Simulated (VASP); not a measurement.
# Ni (Fm-3m) in VASP: notebook

Ni is run at these levels: r2SCAN; tasks: single point.

Program: VASP 6.6.1. These are calculated values, not measurements. Logs are shortened: lines on timing, memory, paths and dates and some standing lists are left out, and cuts for length are marked.

### 1 The cell of the first run

Symmetry: Fm-3m, No. 225, cubic system. The conventional cell has a = 3.532 Å, b = 3.532 Å, c = 3.532 Å, α = 90.00°, β = 90.00°, γ = 90.00°. Within 3.3 Å of Ni (site symmetry m-3m) lie 12 Ni at 2.50 Å.

### 2 Single point, r2SCAN

The input, POSCAR:

```
Ni
1.0
    0.0000000000      3.5317333300      3.5317333300
    1.7658666700      0.0000000000      1.7658666700
    1.7658666700      1.7658666700      0.0000000000
Ni
2
Direct
    0.0000000000      0.0000000000      0.0000000000
    0.5000000000      0.0000000000      0.0000000000
```

The input, INCAR.step1:

```
PREC = Accurate
ENCUT = 520
ISMEAR = -1
SIGMA = 0.05
LREAL = F
LASPH = T
NELM = 80
NBANDS = 17
GGA = PE
ALGO = Normal
EDIFF = 1E-4
LWAVE = T
LCHARG = F
```

The input, INCAR.step2:

```
PREC = Accurate
ENCUT = 520
EDIFF = 1E-6
ISMEAR = -1
SIGMA = 0.05
LREAL = F
LASPH = T
NELM = 80
ALGO = Normal
ISIF = 2
LWAVE = F
LCHARG = F
METAGGA = R2SCAN
LMIXTAU = T
NBANDS = 17
ISTART = 1
```

The input, KPOINTS:

```
regular mesh
0
Gamma
  7 14 14
```

Potentials or basis: VASP PAW PBE potentials, release 64 (Ni).

Command:

```bash
> cat potpaw_PBE.64/Ni/POTCAR > POTCAR
> cp INCAR.step1 INCAR
> mpirun -np 1 vasp_std > vasp.out
> cp INCAR.step2 INCAR
> mpirun -np 1 vasp_std > vasp.out
```

OUTCAR:

```text
PREC = Accurate
   ENCUT = 520
   EDIFF = 1E-6
   ISMEAR = -1
   LREAL = F
   LASPH = T
   NELM = 80
   ISIF = 2
   METAGGA = R2SCAN
   ISTART = 1

 ion  position               nearest neighbor table
   1  0.000  0.000  0.000-   2 2.50   2 2.50   2 2.50   2 2.50   2 2.50   2 2.50
   2  0.500  0.000  0.000-   1 2.50   1 2.50   1 2.50   1 2.50   1 2.50   1 2.50

  LATTYP: Found a trigonal (rhomboedric) cell.
 ALAT       =     4.3254722830
 COS(alpha) =     0.8333333325

  Lattice vectors:

 A1 = (   1.7658666700,  -1.7658666600,  -3.5317333300)
 A2 = (   3.5317333400,  -1.7658666600,  -1.7658666600)
 A3 = (   1.7658666700,  -3.5317333300,  -1.7658666600)

Analysis of symmetry for initial positions (statically):
=====================================================================
 Subroutine PRICEL returns following result:

  LATTYP: Found a face centered cubic cell.
 ALAT       =     3.5317333400

  Lattice vectors:

 A1 = (   0.0000000000,   1.7658666650,   1.7658666650)
 A2 = (   1.7658666700,   0.0000000000,   1.7658666700)
 A3 = (   1.7658666700,   1.7658666700,   0.0000000000)

   2 primitive cells build up your supercell.

 Routine SETGRP: Setting up the symmetry group for a
 trigonal (rhombohedral) supercell.

 Subroutine GETGRP returns: Found 12 space group operations
 (whereof 12 operations were pure point group operations)
 out of a pool of 12 trial point group operations.

The static configuration has the point symmetry D_3d.

Analysis of symmetry for dynamics (positions and initial velocities):
=====================================================================
 Subroutine PRICEL returns following result:

  LATTYP: Found a face centered cubic cell.
 ALAT       =     3.5317333400

  Lattice vectors:

 A1 = (   0.0000000000,   1.7658666650,   1.7658666650)
 A2 = (   1.7658666700,   0.0000000000,   1.7658666700)
 A3 = (   1.7658666700,   1.7658666700,   0.0000000000)

   2 primitive cells build up your supercell.

 Routine SETGRP: Setting up the symmetry group for a
 trigonal (rhombohedral) supercell.

 Subroutine GETGRP returns: Found 12 space group operations
 (whereof 12 operations were pure point group operations)
 out of a pool of 12 trial point group operations.

The dynamic configuration has the point symmetry D_3d.

 Subroutine INISYM returns: Found 12 space group operations
 (whereof 12 operations are pure point group operations),
 and found     2 'primitive' translations

----------------------------------------------------------------------------------------

                                     Primitive cell

  volume of cell :      11.0130

  direct lattice vectors                    reciprocal lattice vectors
     0.000000000  1.765866665  1.765866665    -0.283147086  0.283147086  0.283147086
     1.765866670  0.000000000  1.765866670     0.283147085 -0.283147085  0.283147085
     1.765866670  1.765866670  0.000000000     0.283147085  0.283147085 -0.283147085

  length of vectors
     2.497312587  2.497312594  2.497312594     0.490425139  0.490425137  0.490425137

  position of ions in fractional coordinates (direct lattice)
     0.000000000  0.000000000  0.000000000

  ion indices of the primitive-cell ions
   primitive index   ion index
                 1           1

----------------------------------------------------------------------------------------

 KPOINTS: regular mesh

Automatic generation of k-mesh.
 Grid dimensions read from file:
 generate k-points for:    7   14   14

 Generating k-lattice:

  Cartesian coordinates                     Fractional coordinates (reciprocal lattice)
    -0.020224792  0.020224792  0.020224792     0.142857143  0.000000000  0.000000000
     0.020224792 -0.020224792  0.020224792     0.000000000  0.071428571  0.000000000
     0.020224792  0.020224792 -0.020224792     0.000000000  0.000000000  0.071428571

  Length of vectors
     0.035030367  0.035030367  0.035030367

  Shift w.r.t. Gamma in fractional coordinates (k-lattice)
     0.000000000  0.000000000  0.000000000

 -----------------------------------------------------------------------------
|                                                                             |
|           W    W    AA    RRRRR   N    N  II  N    N   GGGG   !!!           |
|           W    W   A  A   R    R  NN   N  II  NN   N  G    G  !!!           |
|           W    W  A    A  R    R  N N  N  II  N N  N  G       !!!           |
|           W WW W  AAAAAA  RRRRR   N  N N  II  N  N N  G  GGG   !            |
|           WW  WW  A    A  R   R   N   NN  II  N   NN  G    G                |
|           W    W  A    A  R    R  N    N  II  N    N   GGGG   !!!           |
|                                                                             |
|     Your reciprocal lattice and k-lattice belong to different lattice       |
|     classes:                                                                |
|                                                                             |
|        The reciprocal lattice is rhombohedral (trigonal),                   |
|        whereas your k-lattice is body-centered cubic.                       |
|                                                                             |
|     Results are often still useful ...                                      |
|                                                                             |
 -----------------------------------------------------------------------------

 Subroutine IBZKPT returns following result:
 ===========================================

 Found    144 irreducible k-points:

 Following reciprocal coordinates:
            Coordinates               Weight
  0.000000  0.000000  0.000000      1.000000
  0.142857  0.000000  0.000000      2.000000
  0.285714  0.000000  0.000000      2.000000
  0.428571  0.000000  0.000000      2.000000
  0.000000  0.071429  0.000000      6.000000
  0.142857  0.071429  0.000000      6.000000
[... 16 lines left out ...]
 -0.428571  0.214286  0.000000      6.000000
 -0.285714  0.214286  0.000000      6.000000
 [... further k-points ...]
   k-points           NKPTS =    144   k-points in BZ     NKDIM =    144   number of bands    NBANDS=     17
   number of dos      NEDOS =    301   number of ions     NIONS =      2
   total plane-waves  NPLWV =  16000
   dimension x,y,z NGX =    40 NGY =   20 NGZ =   20
   dimension x,y,z NGXF=    80 NGYF=   40 NGZF=   40
   ions per type =               2
   NGX,Y,Z   is equivalent  to a cutoff of  13.31, 13.31, 13.31 a.u.
   NGXF,Y,Z  is equivalent  to a cutoff of  26.63, 26.63, 26.63 a.u.
 SYSTEM =  unknown system
   PREC   = accura    normal or accurate (medium, high low for compatibility)
   ISTART =      1    job   : 0-new  1-cont  2-samecut
   ICHARG =      0    charge: 1-file 2-atom 10-const
   ISPIN  =      1    spin polarized calculation?
   LNONCOLLINEAR =      F non collinear calculations
   LSORBIT =      F    spin-orbit coupling
   LASPH  =      T    aspherical Exc in radial PAW
   ENCUT  =  520.0 eV  38.22 Ry    6.18 a.u.   9.29  4.64  4.64*2*pi/ulx,y,z
   NELM   =     80;   NELMIN=  2; NELMDL=  0     # of ELM steps
   EDIFF  = 0.1E-05   stopping-criterion for ELM
   LREAL  =      F    real-space projection
   EDIFFG = 0.1E-04   stopping-criterion for IOM
   NSW    =      0    number of steps for IOM
   IBRION =     -1    ionic relax: 0-MD 1-quasi-New 2-CG
   NFREE  =      0    steps in history (QN), initial steepest desc. (CG)
   ISIF   =      2    stress and relaxation
   ISYM   =      2    0-nonsym 1-usesym 2-fastsym
   POTIM  = 0.5000    time-step for ionic-motion
   TEBEG  =    0.0;   TEEND  =   0.0 temperature during run
   PSTRESS=    0.0 pullay stress
   NELECT =      20.0000    total number of electrons
   NUPDOWN=      -1.0000    fix difference up-down
   EMIN   =  10.00;   EMAX   =-10.00  energy-range for DOS
   EFERMI =   0.00;   METHOD = LEGACY
   ISMEAR =    -1;   SIGMA  =   0.05  broadening in eV -4-tet -1-fermi 0-gaus
   EFERMI_NEDOS =   21; number of points for ismear=-14 and -15
   IALGO  =     38    algorithm
   IMIX   =      4    mixing-type and parameters
     AMIX     =   0.40;   BMIX     =  1.00
     AMIX_MAG =   1.60;   BMIX_MAG =  1.00
  volume/ion in A,a.u.               =      11.01        74.32
  Fermi-wavevector in a.u.,A,eV,Ry     =   1.585283  2.995751 34.193122  2.513124
  Thomas-Fermi vector in A             =   2.684772
   LORBIT       =      0    0 simple, 1 ext, 2 COOP (PROOUT), +10 PAW based schemes
   METAGGA = R2SCAN    functional components
   LHFCALC =     F    Hartree Fock is set to
   AEXX    =    0.0000 exact exchange contribution
   IVDW    =     0    specifies the selected vdW correction
   LEPSILON=     F    determine dielectric tensor
   LRPA    =     F    only Hartree local field effects (RPA)
 non-spin polarized calculation
  energy-cutoff  :      520.00
  volume of cell :       22.03
 maximum number of plane-waves:       609
 NGX is ok and might be reduce to    40
   NGX = 19   NGY =  9   NGZ =  9

 number of electron      20.0000020 magnetization

 Free energy of the ion-electron system (eV)
  ---------------------------------------------------
  ext. energy  EPLUGINS =         0.00000000
  ---------------------------------------------------
  free energy    TOTEN  =       -23.63572980 eV

  energy without entropy =      -23.57734163  energy(sigma->0) =      -23.60653572

 E-fermi :   8.7673     XC(G=0): -14.2718

 val. band max:        8.7655521904   @ k =  -0.4286   0.4286   0.0000
 cond. band min:       8.7703771547   @ k =  -0.1429   0.4286   0.0714
 fundamental gap:      0.0048249644
 Fermi energy:         8.7672936295

 k-point     1 :       0.0000    0.0000    0.0000
  band No.  band energies     occupation
      1      -0.2683      2.00000
      2       4.3289      2.00000
      3       6.8545      2.00000
      4       6.8545      2.00000
      5       6.9504      2.00000
      6       6.9504      2.00000
[... 9 lines left out ...]
     16      34.6921      0.00000
     17      34.6921      0.00000

 k-point     2 :       0.1429    0.0000    0.0000
  band No.  band energies     occupation
      1      -0.0628      2.00000
      2       4.2030      2.00000
      3       6.8874      2.00000
      4       6.8874      2.00000
      5       6.8948      2.00000
      6       6.9953      2.00000
[... 9 lines left out ...]
     16      34.7137      0.00000
     17      34.7138      0.00000

 k-point     3 :       0.2857    0.0000    0.0000
  band No.  band energies     occupation
      1       0.5393      2.00000
      2       3.6720      2.00000
      3       6.7530      2.00000
      4       6.9757      2.00000
      5       6.9757      2.00000
      6       6.9969      2.00000
[... 9 lines left out ...]
     16      34.4634      0.00000
     17      34.8324      0.00000

 k-point     4 :       0.4286    0.0000    0.0000
  band No.  band energies     occupation
      1       1.4855      2.00000
      2       2.6394      2.00000
      3       6.5865      2.00000
      4       6.6008      2.00000
      5       7.0850      2.00000
      6       7.0851      2.00000
[... 9 lines left out ...]
     16      33.9223      0.00000
     17      35.1213      0.00000

 k-point     5 :       0.0000    0.0714    0.0000
  band No.  band energies     occupation
      1      -0.0628      2.00000
      2       4.4356      2.00000
      3       6.7539      2.00000
      4       6.8948      2.00000
      5       6.9354      2.00000
      6       6.9953      2.00000
[... 9 lines left out ...]
     16      33.1268      0.00000
     17      33.4656      0.00000

 k-point     6 :       0.1429    0.0714    0.0000
  band No.  band energies     occupation
      1       0.0054      2.00000
      2       4.3988      2.00000
      3       6.7797      2.00000
      4       6.8499      2.00000
      5       6.9356      2.00000
      6       7.0263      2.00000
[... 9 lines left out ...]
     16      33.3665      0.00000
     17      34.0818      0.00000
[... 281 lines left out ...]
 k-point    21 :       0.2857    0.2143    0.0000
  band No.  band energies     occupation
      1       1.4965      2.00000
      2       5.1554      2.00000
      3       6.1954      2.00000
      4       6.3911      2.00000
      5       6.6482      2.00000
      6       7.2868      2.00000
[... 9 lines left out ...]
     16      31.0960      0.00000
     17      31.6735      0.00000

 k-point    22 :       0.4286    0.2143    0.0000
  band No.  band energies     occupation
      1       2.0293      2.00000
      2       4.7628      2.00000
      3       6.1841      2.00000
      4       6.2900      2.00000
      5       6.4881      2.00000
      6       7.3790      2.00000
[... 9 lines left out ...]
     16      30.2297      0.00000
     17      30.7962      0.00000

 k-point    23 :      -0.4286    0.2143    0.0000
  band No.  band energies     occupation
      1       2.8374      2.00000
      2       3.8796      2.00000
      3       5.9919      2.00000
      4       6.2260      2.00000
      5       6.7525      2.00000
      6       7.1908      2.00000
[... 9 lines left out ...]
     16      29.1835      0.00000
     17      29.8903      0.00000

 k-point    24 :      -0.2857    0.2143    0.0000
  band No.  band energies     occupation
      1       2.8634      2.00000
      2       3.7728      2.00000
      3       5.8710      2.00000
      4       6.3371      2.00000
      5       6.9735      2.00000
      6       6.9872      2.00000
[... 9 lines left out ...]
     16      28.3003      0.00000
     17      28.5771      0.00000

 [... further k-points ...]
[... 5 lines left out ...]
  --------------------------------------------------------------------------------------
  -------------------------------------------------------------------------------------
  Total       -1.5052634     -1.5052634     -1.5052634      0.0001461     -0.0001461      0.0001461
  in kB     -109.4937570   -109.4937567   -109.4937567      0.0106255     -0.0106254      0.0106255
  external PRESSURE =    -109.4937568 kB  Pullay stress =       0.0000000 kB

 VOLUME and BASIS-vectors are now :
 -----------------------------------------------------------------------------
  energy-cutoff  :      520.00
  volume of cell :       22.03
      direct lattice vectors                 reciprocal lattice vectors
     0.000000000  3.531733330  3.531733330    -0.141573543  0.141573543  0.141573543
     1.765866670  0.000000000  1.765866670     0.283147085 -0.283147085  0.283147085
     1.765866670  1.765866670  0.000000000     0.283147085  0.283147085 -0.283147085

 POSITION                                       TOTAL-FORCE (eV/Angst)
 -----------------------------------------------------------------------------------
      0.00000      0.00000      0.00000         0.000000     -0.000000     -0.000000
      0.00000      1.76587      1.76587        -0.000000      0.000000      0.000000
 -----------------------------------------------------------------------------------
    total drift:                               -0.000000     -0.000000     -0.000000

  FREE ENERGIE OF THE ION-ELECTRON SYSTEM (eV)
  ---------------------------------------------------
  free  energy   TOTEN  =       -23.6357298048 eV

  energy  without entropy=      -23.5773416280  energy(sigma->0) =      -23.60653572
```

It took 2.2 min on 1 thread of AMD EPYC 9R45 (Zen 5), shared host; peak memory 0.15 GiB.

What came out:

* Free energy: -23.6357 eV
* Pressure: -10.9 GPa
* Band gap on the k mesh: zero (bands 10 and 11 overlap by 0.84 eV)

Levels at points of the mesh, in eV from the Fermi level:
```
           k point  band 8  band 9  band 10  band 11  band 12  band 13
(0.00, 0.00, 0.00)   -0.81   -0.81    -0.09    -0.02    -0.02     6.30
(0.00, 0.50, 0.00)   -0.02   -0.02     0.20     0.20     2.76     6.30
```

Caveat: the cell stands under tension; the PAW data sets were made with another functional, which shifts forces and pressure a little; the run has no spin polarisation, though such a crystal can be magnetic.

### 3 Single point, r2SCAN, collinear spin, ferromagnetic start

POSCAR is that of step 2.

The input, INCAR.step1:

```
SYSTEM = Ni
PREC = Accurate ; ENCUT = 520
ISMEAR = -1 ; SIGMA = 0.05
LREAL = .False. ; LASPH = .True.
NELM = 150 ; ISPIN = 2
MAGMOM = 2 2 ; LMAXMIX = 4
NBANDS = 21 ; GGA = PE
ALGO = Normal ; EDIFF = 1E-4
LWAVE = .True. ; LCHARG = .False.
```

The input, INCAR.step2:

```
SYSTEM = Ni
PREC = Accurate ; ENCUT = 520
EDIFF = 1E-6 ; ISMEAR = -1
SIGMA = 0.05 ; LREAL = .False.
LASPH = .True. ; NELM = 150
ALGO = Normal ; ISIF = 2
LWAVE = .False. ; LCHARG = .True.
ISPIN = 2 ; MAGMOM = 2 2
LORBIT = 11 ; LMAXMIX = 4
METAGGA = R2SCAN ; LMIXTAU = .True.
LELF = .True. ; LVHAR = .True.
NBANDS = 21 ; ISTART = 1
```

The input, KPOINTS:

```
Automatic mesh
0
Gamma
  7 14 14
  0 0 0
```

Potentials or basis: VASP PAW PBE potentials, release 64 (Ni).

Command:

```bash
> cat potpaw_PBE.64/Ni/POTCAR > POTCAR
> cp INCAR.step1 INCAR
> mpirun -np 1 vasp_std > vasp.out
> cp INCAR.step2 INCAR
> mpirun -np 1 vasp_std > vasp.out
```

Run time: 5.3 min. Hardware: 1 thread of AMD EPYC 9R45 (Zen 5), shared host; peak memory 0.2 GiB.

It converged, with:

- Free energy: -23.8713 eV
- Pressure: -8.5 GPa
- Net moment: 1.50 μB per cell
- Site moments: Ni +0.78 μB
- Valence electrons inside the program's atomic spheres: Ni 9.32

Levels at points of the mesh, in eV from the Fermi level:
Spin up:
| k point | band 9 | band 10 | band 11 | band 12 | band 13 | band 14 |
| --- | --- | --- | --- | --- | --- | --- |
| (0.00, 0.00, 0.00) | -1.67 | -1.10 | -1.10 | -0.39 | 5.52 | 22.87 |
| (0.00, 0.50, 0.00) | -1.04 | -0.98 | -0.39 | 2.46 | 5.52 | 9.22 |
Spin down:
```csv
k point,band 5,band 6,band 7,band 8,band 9,band 10,band 11,band 12,band 13,band 14
"(0.00, 0.00, 0.00)",-1.57,-1.57,-1.57,-0.90,-0.90,-0.62,0.18,0.18,6.24,22.75
"(0.00, 0.50, 0.00)",-1.92,-0.62,-0.17,0.18,0.18,0.55,0.55,2.20,6.24,9.57
```

Caveat: the cell stands under tension; the PAW data sets were made with another functional, which shifts forces and pressure a little.

### 4 Single point, r2SCAN, collinear spin, antiferromagnetic start

POSCAR is that of step 3.

The input, INCAR.step1:

```
PREC = Accurate
ENCUT = 520
ISMEAR = -1
SIGMA = 0.05
LREAL = F
LASPH = T
NELM = 150
ISPIN = 2
MAGMOM = 2 -2
LMAXMIX = 4
NBANDS = 21
GGA = PE
ALGO = Normal
EDIFF = 1E-4
LWAVE = T
LCHARG = F
```

The input, INCAR.step2:

```
PREC = Accurate
ENCUT = 520
EDIFF = 1E-7
ISMEAR = -1
SIGMA = 0.05
LREAL = F
LASPH = T
NELM = 150
ALGO = Normal
ISIF = 2
LWAVE = F
LCHARG = F
ISPIN = 2
MAGMOM = 2 -2
LORBIT = 11
LMAXMIX = 4
METAGGA = R2SCAN
LMIXTAU = T
NBANDS = 21
ISTART = 1
```

The input, KPOINTS:

```
regular mesh
0
Gamma
  7 14 14
```

Command:

```bash
> cat potpaw_PBE.64/Ni/POTCAR > POTCAR
> cp INCAR.step1 INCAR
> mpirun -np 1 vasp_std > vasp.out
> cp INCAR.step2 INCAR
> mpirun -np 1 vasp_std > vasp.out
```

It took 7.8 min on 1 thread of AMD EPYC 9R45 (Zen 5), shared host; peak memory 0.2 GiB.

It converged, with:

```
Free energy                                           : -23.6983 eV
Pressure                                              : -8.8 GPa
Band gap on the k mesh                                : zero (filled and empty bands overlap)
Net moment                                            : 0.00 μB per cell
Site moments                                          : Ni +0.55, -0.55 μB
Valence electrons inside the program's atomic spheres : Ni 9.33
```

Stress tensor (GPa, compression positive):
```
-8.80 -1.35 -1.35
-1.35 -8.80  1.35
-1.35  1.35 -8.80
```

Levels at points of the mesh, in eV from the Fermi level:
Spin up:
| k point | band 6 | band 7 | band 8 | band 9 | band 10 | band 11 | band 12 | band 13 | band 14 | band 15 |
| --- | --- | --- | --- | --- | --- | --- | --- | --- | --- | --- |
| (0.00, 0.00, 0.00) | -1.79 | -1.79 | -0.86 | -0.86 | -0.22 | -0.19 | -0.19 | 6.18 | 23.04 | 24.54 |
| (0.00, 0.50, 0.00) | -0.67 | -0.49 | -0.25 | -0.14 | 0.40 | 0.47 | 2.61 | 6.15 | 9.67 | 15.56 |
Spin down:
| k point | band 7 | band 8 | band 9 | band 10 | band 11 | band 12 | band 13 | band 14 |
| --- | --- | --- | --- | --- | --- | --- | --- | --- |
| (0.00, 0.00, 0.00) | -1.79 | -0.86 | -0.86 | -0.22 | -0.19 | -0.19 | 6.18 | 23.04 |
| (0.00, 0.50, 0.00) | -0.49 | -0.25 | -0.14 | 0.40 | 0.47 | 2.61 | 6.15 | 9.67 |

Caveat: the cell stands under tension; the antiferromagnetic order is the one typed at the start, and another may lie lower; the PAW data sets were made with another functional, which shifts forces and pressure a little.

[end of part 1 of 2]

The gap in the log of VASP goes by the Fermi energy; the results here count the filled bands.